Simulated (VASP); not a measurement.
# F (Fm-3m) in VASP: notebook

F is run at these levels: LDA; tasks: single point, relaxation of cell and atoms.

Everything below comes from runs of VASP 6.6.1. Logs are shortened: lines on timing, memory, paths and dates and some standing lists are left out, and cuts for length are marked.

## 1. The cell of the first run

The structure is cubic, space group Fm-3m (No. 225). Conventional cell: a = 3.227 Å, b = 3.227 Å, c = 3.227 Å, α = 90.00°, β = 90.00°, γ = 90.00°. Within 3.0 Å of F (site symmetry m-3m) lie 12 F at 2.28 Å.

## 2. Single point, LDA

File INCAR:

```
PREC = Accurate ; ENCUT = 600
EDIFF = 1E-6 ; ISMEAR = -1
SIGMA = 0.05 ; LREAL = F
LASPH = T ; NELM = 120
ALGO = Normal ; ISIF = 2
LWAVE = F ; LCHARG = F
NBANDS = 10 ; GGA_COMPAT = F
```

File KPOINTS:

```
regular mesh
0
Gamma
  18 18 18
```

File POSCAR:

```
F
1.0
    0.0000000000      1.6133515611      1.6133515611
    1.6133515611      0.0000000000      1.6133515611
    1.6133515611      1.6133515611      0.0000000000
F
1
Direct
    0.0000000000      0.0000000000      0.0000000000
```

Potentials or basis: VASP PAW LDA potentials, release 64 (F).

Command:

```bash
cat potpaw_LDA.64/F/POTCAR > POTCAR
mpirun -np 1 vasp_std > vasp.out
```

OUTCAR:

```text
PREC = Accurate
   ENCUT = 600
   EDIFF = 1E-6
   ISMEAR = -1
   LREAL = F
   LASPH = T
   NELM = 120
   ISIF = 2

 ion  position               nearest neighbor table
   1  0.000  0.000  0.000-

  LATTYP: Found a face centered cubic cell.
 ALAT       =     3.2267031222

  Lattice vectors:

 A1 = (   0.0000000000,   1.6133515611,   1.6133515611)
 A2 = (   1.6133515611,   0.0000000000,   1.6133515611)
 A3 = (   1.6133515611,   1.6133515611,   0.0000000000)

Analysis of symmetry for initial positions (statically):
=====================================================================
 Subroutine PRICEL returns:
 Original cell was already a primitive cell.

 Routine SETGRP: Setting up the symmetry group for a
 face centered cubic supercell.

 Subroutine GETGRP returns: Found 48 space group operations
 (whereof 48 operations were pure point group operations)
 out of a pool of 48 trial point group operations.

The static configuration has the point symmetry O_h .

Analysis of symmetry for dynamics (positions and initial velocities):
=====================================================================
 Subroutine PRICEL returns:
 Original cell was already a primitive cell.

 Routine SETGRP: Setting up the symmetry group for a
 face centered cubic supercell.

 Subroutine GETGRP returns: Found 48 space group operations
 (whereof 48 operations were pure point group operations)
 out of a pool of 48 trial point group operations.

The dynamic configuration has the point symmetry O_h .

 Subroutine INISYM returns: Found 48 space group operations
 (whereof 48 operations are pure point group operations),
 and found     1 'primitive' translations

----------------------------------------------------------------------------------------

                                     Primitive cell

  volume of cell :       8.3988

  direct lattice vectors                    reciprocal lattice vectors
     0.000000000  1.613351561  1.613351561    -0.309913854  0.309913854  0.309913854
     1.613351561  0.000000000  1.613351561     0.309913854 -0.309913854  0.309913854
     1.613351561  1.613351561  0.000000000     0.309913854  0.309913854 -0.309913854

  length of vectors
     2.281623659  2.281623659  2.281623659     0.536786541  0.536786541  0.536786541

  position of ions in fractional coordinates (direct lattice)
     0.000000000  0.000000000  0.000000000

  ion indices of the primitive-cell ions
   primitive index   ion index
                 1           1

----------------------------------------------------------------------------------------

 KPOINTS: regular mesh

Automatic generation of k-mesh.
 Grid dimensions read from file:
 generate k-points for:   18   18   18

 Generating k-lattice:

  Cartesian coordinates                     Fractional coordinates (reciprocal lattice)
    -0.017217436  0.017217436  0.017217436     0.055555556  0.000000000  0.000000000
     0.017217436 -0.017217436  0.017217436     0.000000000  0.055555556  0.000000000
     0.017217436  0.017217436 -0.017217436     0.000000000  0.000000000  0.055555556

  Length of vectors
     0.029821474  0.029821474  0.029821474

  Shift w.r.t. Gamma in fractional coordinates (k-lattice)
     0.000000000  0.000000000  0.000000000

 Subroutine IBZKPT returns following result:
 ===========================================

 Found    195 irreducible k-points:

 Following reciprocal coordinates:
            Coordinates               Weight
  0.000000  0.000000  0.000000      1.000000
  0.055556  0.000000  0.000000      8.000000
  0.111111  0.000000  0.000000      8.000000
  0.166667  0.000000  0.000000      8.000000
  0.222222  0.000000  0.000000      8.000000
  0.277778  0.000000  0.000000      8.000000
[... 16 lines left out ...]
 -0.277778  0.055556  0.000000     24.000000
 -0.222222  0.055556  0.000000     24.000000
 [... further k-points ...]
   k-points           NKPTS =    195   k-points in BZ     NKDIM =    195   number of bands    NBANDS=     10
   number of dos      NEDOS =    301   number of ions     NIONS =      1
   total plane-waves  NPLWV =   5832
   dimension x,y,z NGX =    18 NGY =   18 NGZ =   18
   dimension x,y,z NGXF=    36 NGYF=   36 NGZF=   36
   ions per type =               1
   NGX,Y,Z   is equivalent  to a cutoff of  13.12, 13.12, 13.12 a.u.
   NGXF,Y,Z  is equivalent  to a cutoff of  26.23, 26.23, 26.23 a.u.
 SYSTEM =  unknown system
   PREC   = accura    normal or accurate (medium, high low for compatibility)
   ISTART =      0    job   : 0-new  1-cont  2-samecut
   ICHARG =      2    charge: 1-file 2-atom 10-const
   ISPIN  =      1    spin polarized calculation?
   LNONCOLLINEAR =      F non collinear calculations
   LSORBIT =      F    spin-orbit coupling
   LASPH  =      T    aspherical Exc in radial PAW
   ENCUT  =  600.0 eV  44.10 Ry    6.64 a.u.   4.56  4.56  4.56*2*pi/ulx,y,z
   NELM   =    120;   NELMIN=  2; NELMDL= -5     # of ELM steps
   EDIFF  = 0.1E-05   stopping-criterion for ELM
   LREAL  =      F    real-space projection
   EDIFFG = 0.1E-04   stopping-criterion for IOM
   NSW    =      0    number of steps for IOM
   IBRION =     -1    ionic relax: 0-MD 1-quasi-New 2-CG
   NFREE  =      0    steps in history (QN), initial steepest desc. (CG)
   ISIF   =      2    stress and relaxation
   ISYM   =      2    0-nonsym 1-usesym 2-fastsym
   POTIM  = 0.5000    time-step for ionic-motion
   TEBEG  =    0.0;   TEEND  =   0.0 temperature during run
   PSTRESS=    0.0 pullay stress
   NELECT =       7.0000    total number of electrons
   NUPDOWN=      -1.0000    fix difference up-down
   EMIN   =  10.00;   EMAX   =-10.00  energy-range for DOS
   EFERMI =   0.00;   METHOD = LEGACY
   ISMEAR =    -1;   SIGMA  =   0.05  broadening in eV -4-tet -1-fermi 0-gaus
   EFERMI_NEDOS =   21; number of points for ismear=-14 and -15
   IALGO  =     38    algorithm
   IMIX   =      4    mixing-type and parameters
     AMIX     =   0.40;   BMIX     =  1.00
     AMIX_MAG =   1.60;   BMIX_MAG =  1.00
  volume/ion in A,a.u.               =       8.40        56.68
  Fermi-wavevector in a.u.,A,eV,Ry     =   1.540642  2.911392 32.294501  2.373579
  Thomas-Fermi vector in A             =   2.646701
   LORBIT       =      0    0 simple, 1 ext, 2 COOP (PROOUT), +10 PAW based schemes
   GGA     = CA    functional components
   LHFCALC =     F    Hartree Fock is set to
   AEXX    =    0.0000 exact exchange contribution
   IVDW    =     0    specifies the selected vdW correction
   LEPSILON=     F    determine dielectric tensor
   LRPA    =     F    only Hartree local field effects (RPA)
 non-spin polarized calculation
  energy-cutoff  :      600.00
  volume of cell :        8.40
 maximum number of plane-waves:       295
   NGX =  9   NGY =  9   NGZ =  9

 number of electron       6.9999993 magnetization

 Free energy of the ion-electron system (eV)
  ---------------------------------------------------
  ext. energy  EPLUGINS =         0.00000000
  ---------------------------------------------------
  free energy    TOTEN  =        -1.29769474 eV

  energy without entropy =       -1.28076340  energy(sigma->0) =       -1.28922907

 E-fermi :  -2.0190     XC(G=0): -12.1720

 val. band max:       -2.0224138150   @ k =   0.3333   0.1111   0.0556
 cond. band min:      -2.0171686475   @ k =   0.2778   0.1667   0.0000
 fundamental gap:      0.0052451675
 Fermi energy:        -2.0189709823

 k-point     1 :       0.0000    0.0000    0.0000
  band No.  band energies     occupation
      1     -24.6477      2.00000
      2      -1.2881      0.00000
      3      -1.2881      0.00000
      4      -1.2881      0.00000
      5      13.2110      0.00000
      6      35.0493      0.00000
      7      35.0493      0.00000
      8      35.0493      0.00000
      9      39.2531      0.00000
     10      46.7580      0.00000

 k-point     2 :       0.0556    0.0000    0.0000
  band No.  band energies     occupation
      1     -24.5857      2.00000
      2      -1.4898      0.00005
      3      -1.3055      0.00000
      4      -1.3055      0.00000
      5      13.4007      0.00000
      6      33.6724      0.00000
      7      35.1251      0.00000
      8      35.1251      0.00000
      9      40.6464      0.00000
     10      44.6091      0.00000

 k-point     3 :       0.1111    0.0000    0.0000
  band No.  band energies     occupation
      1     -24.4034      2.00000
      2      -2.0554      1.34926
      3      -1.3552      0.00000
      4      -1.3552      0.00000
      5      13.9316      0.00000
      6      31.4117      0.00000
      7      35.2848      0.00000
      8      35.2848      0.00000
      9      41.9439      0.00000
     10      42.9417      0.00000

 k-point     4 :       0.1667    0.0000    0.0000
  band No.  band energies     occupation
      1     -24.1128      2.00000
      2      -2.8890      2.00000
      3      -1.4306      0.00002
      4      -1.4306      0.00002
      5      14.7113      0.00000
      6      29.2241      0.00000
      7      35.3186      0.00000
      8      35.3186      0.00000
      9      41.0471      0.00000
     10      41.9977      0.00000
[... 222 lines left out ...]
 k-point    22 :      -0.3333    0.0556    0.0000
  band No.  band energies     occupation
      1     -22.6852      2.00000
      2      -6.1118      2.00000
      3      -1.9337      0.30754
      4      -1.6836      0.00244
      5      17.9932      0.00000
      6      23.6971      0.00000
      7      32.1392      0.00000
      8      33.6810      0.00000
      9      39.5455      0.00000
     10      43.6077      0.00000

 k-point    23 :      -0.2778    0.0556    0.0000
  band No.  band energies     occupation
      1     -23.1116      2.00000
      2      -5.2184      2.00000
      3      -1.8569      0.07524
      4      -1.5850      0.00034
      5      17.0449      0.00000
      6      25.0636      0.00000
      7      32.7025      0.00000
      8      34.4379      0.00000
      9      40.0923      0.00000
     10      41.8170      0.00000

 k-point    24 :      -0.2222    0.0556    0.0000
  band No.  band energies     occupation
      1     -23.5484      2.00000
      2      -4.2294      2.00000
      3      -1.7560      0.01033
      4      -1.4861      0.00005
      5      16.0731      0.00000
      6      26.6490      0.00000
      7      33.3775      0.00000
      8      35.2762      0.00000
      9      40.4785      0.00000
     10      40.7486      0.00000

 [... further k-points ...]

------------------------ aborting loop because EDIFF is reached ----------------------------------------

  FORCE on cell =-STRESS in cart. coord.  units (eV):
  Direction    XX          YY          ZZ          XY          YZ          ZX
  --------------------------------------------------------------------------------------
  -------------------------------------------------------------------------------------
  Total       -0.0298690     -0.0298690     -0.0298690      0.0000000      0.0000000      0.0000000
  in kB       -5.6979017     -5.6979017     -5.6979017      0.0000000      0.0000000      0.0000000
  external PRESSURE =      -5.6979017 kB  Pullay stress =       0.0000000 kB

 VOLUME and BASIS-vectors are now :
 -----------------------------------------------------------------------------
  energy-cutoff  :      600.00
  volume of cell :        8.40
      direct lattice vectors                 reciprocal lattice vectors
     0.000000000  1.613351561  1.613351561    -0.309913854  0.309913854  0.309913854
     1.613351561  0.000000000  1.613351561     0.309913854 -0.309913854  0.309913854
     1.613351561  1.613351561  0.000000000     0.309913854  0.309913854 -0.309913854

 POSITION                                       TOTAL-FORCE (eV/Angst)
 -----------------------------------------------------------------------------------
      0.00000      0.00000      0.00000         0.000000     -0.000000      0.000000
 -----------------------------------------------------------------------------------
    total drift:                                0.000000     -0.000000     -0.000000

  FREE ENERGIE OF THE ION-ELECTRON SYSTEM (eV)
  ---------------------------------------------------
  free  energy   TOTEN  =        -1.2976947397 eV

  energy  without entropy=       -1.2807634003  energy(sigma->0) =       -1.28922907
```

It took 18 s on 1 thread of Intel Xeon 8259CL, shared host; peak memory 0.12 GiB.

Results:

```
Free energy : -1.2977 eV
Pressure    : -0.6 GPa
```

Caveat: an odd number of electrons without spin polarisation forces a metal; a magnetic or distorted state may lie lower.

[end of part 1 of 2]
